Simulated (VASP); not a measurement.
# AlN (P6_3/mmc) in VASP: notebook, part 2 of 2

VASP 6.6.1.

## Step 3: Relaxation of cell and atoms, PBEsol, target pressure 5 GPa, at which the enthalpy is minimised

The input, INCAR:

```
  PREC = Accurate
  ENCUT = 600
  EDIFF = 1E-7
  ISMEAR = 0
  SIGMA = 0.01
  LREAL = False
  LASPH = True
  NELM = 80
  ALGO = Normal
  ISIF = 3
  LWAVE = False
  LCHARG = False
  GGA = PS
  IBRION = 2
  NSW = 80
  EDIFFG = -0.01
  PSTRESS = 50.0
```

The input, KPOINTS:

```
Automatic mesh
0
Gamma
  6 6 4
```

The input, POSCAR:

```
AlN
1.0
    3.3121200000      0.0000000000      0.0000000000
   -1.6560600000      2.8683800604      0.0000000000
    0.0000000000      0.0000000000      4.1875600000
Al N
2 2
Direct
    0.3333333333      0.6666666667      0.7500000000
    0.6666666667      0.3333333333      0.2500000000
    0.3333333333      0.6666666667      0.2500000000
    0.6666666667      0.3333333333      0.7500000000
```

Potentials or basis: VASP PAW PBE potentials, release 64 (Al, N).

Started as:

```console
cat potpaw_PBE.64/Al/POTCAR potpaw_PBE.64/N/POTCAR > POTCAR
mpirun -np 1 vasp_std > vasp.out
```

It took 56 s on 1 thread of AMD EPYC 7R43 (Zen 3), shared host; peak memory 0.13 GiB.

It converged, with:

```yaml
Free_energy: -30.9367 eV
Relaxed_volume: 9.55 Å³/atom
Relaxed_cell: a = 3.280 Å, b = 3.280 Å, c = 4.098 Å, α = 90.00°, β = 90.00°, γ = 120.00°
Space_group_after_relaxing_to_0.05_Å: P6_3/mmc (No. 194)
Energy_change_on_relaxing_the_enthalpy_is_what_falls: +1.0 meV/atom
Ionic_steps: 9
Pressure_after_relaxing: 5.0 GPa
Band_gap_on_the_k_mesh: 3.52 eV, direct
```

Step by step:
```
step  energy change (eV)  largest force (eV/Å)  pressure (GPa)  volume (Å³)
   1              0.0000                0.0000           -3.65        39.78
   2              0.0932                0.0000           14.87        36.77
   3              0.0047                0.0000            5.01        38.23
   4              0.0057                0.0000            5.19        38.20
   5              0.0049                0.0000            5.20        38.17
   6              0.0052                0.0000            5.21        38.15
   7              0.0052                0.0000            5.21        38.15
   8              0.0030                0.0000            4.77        38.22
   9              0.0041                0.0000            5.00        38.19
```

Final structure:
```yaml
crystal:
  lattice:
    - [3.28006, 0.00000, 0.00000]
    - [-1.64003, 2.84062, 0.00000]
    - [0.00000, 0.00000, 4.09832]
  atoms:
    - { symbol: Al, position: [0.33333, 0.66667, 0.75000] }
    - { symbol: Al, position: [0.66667, 0.33333, 0.25000] }
    - { symbol: N, position: [0.33333, 0.66667, 0.25000] }
    - { symbol: N, position: [0.66667, 0.33333, 0.75000] }
```

Levels at points of the mesh, in eV from the valence-band top:
| k point | band 5 | band 6 | band 7 | band 8 | band 9 | band 10 | band 11 | band 12 |
| --- | --- | --- | --- | --- | --- | --- | --- | --- |
| (0.00, 0.00, 0.00) | -3.40 | -1.63 | -1.63 | 0.00 | 3.52 | 4.67 | 8.33 | 8.33 |
| (0.50, 0.00, 0.00) | -4.66 | -4.28 | -3.03 | -1.39 | 3.88 | 7.22 | 7.51 | 9.15 |
| (0.00, 0.00, 0.50) | -2.56 | -2.56 | -2.56 | -2.56 | 5.85 | 5.85 | 8.47 | 8.47 |
| (0.50, 0.00, 0.50) | -3.34 | -3.34 | -1.79 | -1.79 | 5.15 | 5.15 | 9.72 | 9.72 |

Caveat: the cell is relaxed towards a set pressure, so the enthalpy falls and the energy may rise; the PAW data sets were made with another functional, which shifts forces and pressure a little. A k mesh can miss the band edges.

## Step 4: Relaxation of cell and atoms, PBEsol, target pressure 10 GPa, at which the enthalpy is minimised

The input, INCAR:

```
PREC = Accurate
ENCUT = 600
EDIFF = 1E-6
ISMEAR = 0
SIGMA = 0.01
LREAL = F
LASPH = T
NELM = 100
ALGO = Normal
ISIF = 3
LWAVE = F
LCHARG = F
GGA = PS
IBRION = 2
NSW = 80
EDIFFG = -0.01
PSTRESS = 100.0
```

KPOINTS is that of step 3.

POSCAR is that of step 3.

Started as:

```console
cat potpaw_PBE.64/Al/POTCAR potpaw_PBE.64/N/POTCAR > POTCAR
mpirun -np 1 vasp_std > vasp.out
```

It took 53 s on 1 thread of AMD EPYC 7R43 (Zen 3), shared host; peak memory 0.13 GiB.

It converged, with:

- Free energy: -30.9006 eV
- Relaxed volume: 9.35 Å³/atom
- Relaxed cell: a = 3.261 Å, b = 3.261 Å, c = 4.063 Å, α = 90.00°, β = 90.00°, γ = 120.00°
- Space group after relaxing (to 0.05 Å): P6_3/mmc (No. 194)
- Energy change on relaxing (the enthalpy is what falls): +10.1 meV/atom
- Ionic steps: 9
- Pressure after relaxing: 10.0 GPa
- Band gap on the k mesh: 3.67 eV, direct

The path:
| step | energy change (eV) | largest force (eV/Å) | pressure (GPa) | volume (Å³) |
| --- | --- | --- | --- | --- |
| 1 | 0.0000 | 0.0000 | -3.72 | 39.78 |
| 2 | 0.3214 | 0.0000 | 28.86 | 35.08 |
| 3 | 0.0391 | 0.0000 | 9.85 | 37.49 |
| 4 | 0.0419 | 0.0000 | 10.13 | 37.44 |
| 5 | 0.0412 | 0.0000 | 10.16 | 37.40 |
| 6 | 0.0420 | 0.0000 | 10.19 | 37.38 |
| 7 | 0.0420 | 0.0000 | 10.19 | 37.38 |
| 8 | 0.0383 | 0.0000 | 9.79 | 37.44 |
| 9 | 0.0402 | 0.0000 | 10.00 | 37.41 |

Final structure:
```yaml
crystal:
  lattice:
    - [3.26056, 0.00000, 0.00000]
    - [-1.63028, 2.82373, 0.00000]
    - [0.00000, 0.00000, 4.06322]
  atoms:
    - { symbol: Al, position: [0.33333, 0.66667, 0.75000] }
    - { symbol: Al, position: [0.66667, 0.33333, 0.25000] }
    - { symbol: N, position: [0.33333, 0.66667, 0.25000] }
    - { symbol: N, position: [0.66667, 0.33333, 0.75000] }
```

Levels at points of the mesh, in eV from the valence-band top:
```tsv
k point	band 4	band 5	band 6	band 7	band 8	band 9	band 10	band 11	band 12
(0.00, 0.00, 0.00)	-3.46	-3.46	-1.66	-1.66	0.00	3.67	4.84	8.44	8.44
(0.50, 0.00, 0.00)	-5.00	-4.74	-4.29	-3.09	-1.39	3.94	7.27	7.73	9.18
(0.00, 0.00, 0.50)	-3.79	-2.60	-2.60	-2.60	-2.60	5.98	5.98	8.56	8.56
(0.50, 0.00, 0.50)	-7.59	-3.39	-3.39	-1.82	-1.82	5.22	5.22	9.94	9.94
```

Caveat: the cell is relaxed towards a set pressure, so the enthalpy falls and the energy may rise; the PAW data sets were made with another functional, which shifts forces and pressure a little. A k mesh can miss the band edges.

## Step 5: Relaxation of cell and atoms, PBEsol, target pressure 20 GPa, at which the enthalpy is minimised

The input, INCAR:

```
ALGO     = Normal         # electronic algorithm
EDIFF    = 1E-6           # SCF threshold, eV
EDIFFG   = -0.01          # ionic threshold
ENCUT    = 600            # plane-wave cutoff, eV
GGA      = PS             # functional
IBRION   = 2              # ionic algorithm
ISIF     = 3              # what is computed and relaxed
ISMEAR   = 0              # smearing method
LASPH    = True           # aspherical terms in the spheres
LCHARG   = False          # write CHGCAR
LREAL    = False          # projectors in reciprocal space
LWAVE    = False          # write WAVECAR
NELM     = 80             # most SCF steps
NSW      = 80             # ionic steps
PREC     = Accurate       # precision mode
PSTRESS  = 200.0        
SIGMA    = 0.01           # smearing width, eV
```

The input, KPOINTS:

```
k-points
0
Gamma
  6 6 4
```

POSCAR is that of step 4.

Started as:

```console
cat potpaw_PBE.64/Al/POTCAR potpaw_PBE.64/N/POTCAR > POTCAR
mpirun -np 1 vasp_std > vasp.out
```

It took 62 s on 1 thread of AMD EPYC 7R43 (Zen 3), shared host; peak memory 0.13 GiB.

It converged, with:

```
Free energy                                            : -30.7754 eV
Relaxed volume                                         : 9.01 Å³/atom
Relaxed cell                                           : a = 3.225 Å, b = 3.225 Å, c = 4.005 Å, α = 90.00°, β = 90.00°, γ = 120.00°
Space group after relaxing (to 0.05 Å)                 : P6_3/mmc (No. 194)
Energy change on relaxing (the enthalpy is what falls) : +41.4 meV/atom
Ionic steps                                            : 9
Pressure after relaxing                                : 20.0 GPa
Band gap on the k mesh                                 : 3.94 eV, direct
```

Step by step:
```
step  energy change (eV)  largest force (eV/Å)  pressure (GPa)  volume (Å³)
   1              0.0000                0.0000           -3.72        39.78
   2              1.2342                0.0000           65.50        31.89
   3              0.1533                0.0000           19.21        36.21
   4              0.1646                0.0000           19.94        36.12
   5              0.1735                0.0000           20.52        36.05
   6              0.1746                0.0000           20.64        35.99
   7              0.1761                0.0000           20.69        35.98
   8              0.1525                0.0000           19.15        36.16
   9              0.1654                0.0000           20.01        36.06
```

Final structure:
```
Al N
1.0
     3.22451    0.00000    0.00000
    -1.61225    2.79250    0.00000
     0.00000    0.00000    4.00456
Al N
2 2
Direct
  0.33333 0.66667 0.75000
  0.66667 0.33333 0.25000
  0.33333 0.66667 0.25000
  0.66667 0.33333 0.75000
```

Levels at points of the mesh, in eV from the valence-band top:
```
           k point  band 5  band 6  band 7  band 8  band 9  band 10  band 11  band 12
(0.00, 0.00, 0.00)   -3.57   -1.72   -1.72    0.00    3.94     5.15     8.64     8.64
(0.50, 0.00, 0.00)   -4.88   -4.32   -3.20   -1.40    4.04     7.35     8.12     9.24
(0.00, 0.00, 0.50)   -2.69   -2.69   -2.69   -2.69    6.21     6.21     8.72     8.72
(0.50, 0.00, 0.50)   -3.49   -3.49   -1.89   -1.89    5.36     5.36    10.32    10.32
```

Caveat: the cell is relaxed towards a set pressure, so the enthalpy falls and the energy may rise; the PAW data sets were made with another functional, which shifts forces and pressure a little. As with any semilocal functional, this PBEsol gap is likely too small.

## Step 6: Summary

| cell | gap on the mesh (eV) | pressure (GPa) |
| --- | --- | --- |
| relaxed | 3.35 | 0.1 |
| relaxed to 5 GPa | 3.52 | 5.0 |
| relaxed to 10 GPa | 3.67 | 10.0 |
| relaxed to 20 GPa | 3.94 | 20.0 |

Alike in all rows: task relaxation of cell and atoms; level PBEsol; potentials or basis VASP PAW PBE potentials, release 64 (Al, N); no spin polarisation; k mesh 6 × 6 × 4; cutoff (eV) 600; smearing gaussian 0.01 eV.

Caveats: the PAW data sets were made with another functional, which shifts forces and pressure a little; the cell is relaxed towards a set pressure, so the enthalpy falls and the energy may rise (some runs).

Total energies depend on the potentials used, so only differences within one code and one set of settings carry meaning.
